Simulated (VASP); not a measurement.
Wanted: the native input for a VASP 6.6.1 run.

```
Task                   : single point
Functional             : PBE
Potentials or basis    : VASP PAW PBE potentials, release 64 (Al, Ti_sv)
Cutoff                 : 520 eV
k mesh                 : 3 × 3 × 2, shifted
Occupations            : gaussian, width 0.1 eV
Spin                   : no spin polarisation
Dipole correction      : no
Further INCAR settings : LREAL = Auto; ALGO = Fast; EDIFF = 1e-06; NBANDS = 101; ISYM = 0
```

The structure of Ti7Al lies in POSCAR:

```
Ti7Al
1.0
    2.9183462648     -5.0633118644      0.0010999534
    2.9177762123      5.0629827328     -0.0022474781
   -0.0018360395     -0.0030922248      9.2939660664
Al Ti
2 14
Direct
    0.6643068407      0.3368302872      0.3752654661
    0.1645453067      0.8371243881      0.8752486734
    0.3365708037      0.1646065265      0.1255065387
    0.3363693617      0.1648111852      0.6255236182
    0.8319988176      0.1697373931      0.1318230659
    0.8316848372      0.1692218769      0.6186282768
    0.3314878717      0.6683372552      0.1182921715
    0.3320411690      0.6696556725      0.6315408133
    0.8364737022      0.6644095579      0.1251577752
    0.8370776673      0.6655837534      0.6251786341
    0.6685613153      0.3327834389      0.8749756973
    0.1707185219      0.3406094344      0.3749508762
    0.1600276250      0.3304835582      0.8747136544
    0.6600577697      0.8302260920      0.3742521445
    0.6712987568      0.8412224400      0.8743968347
    0.1687432343      0.8323185544      0.3749129914
```

The input as run:

INCAR

```
SYSTEM = Ti7Al
  PREC = Accurate
  ENCUT = 520
  EDIFF = 1E-6
  ISMEAR = 0
  SIGMA = 0.1
  LREAL = Auto
  LASPH = .True.
  NELM = 100
  ALGO = Fast
  ISIF = 2
  LWAVE = .False.
  LCHARG = .False.
  GGA = PE
  NBANDS = 101
  ISYM = 0
```

KPOINTS

```
Automatic mesh
0
Gamma
  3 3 2
  0 0 0.5
```

Potentials or basis: VASP PAW PBE potentials, release 64 (Al, Ti_sv).

Launch:

```console
$ cat potpaw_PBE.64/Al/POTCAR potpaw_PBE.64/Ti_sv/POTCAR > POTCAR
$ mpirun -np 1 vasp_std > vasp.out
```

Results of the run:

- Pressure: -0.3 GPa
- Largest force: 0.030 eV/Å
- Band gap on the k mesh: zero (bands 87 and 88 overlap by 0.46 eV)

Caveat: the k points lie up to 0.41 Å⁻¹ apart.

It took 21 min on 1 thread of AMD EPYC 9R45 96-Core Processor (Zen 5), with other jobs on the host, peak memory 0.46 GiB.
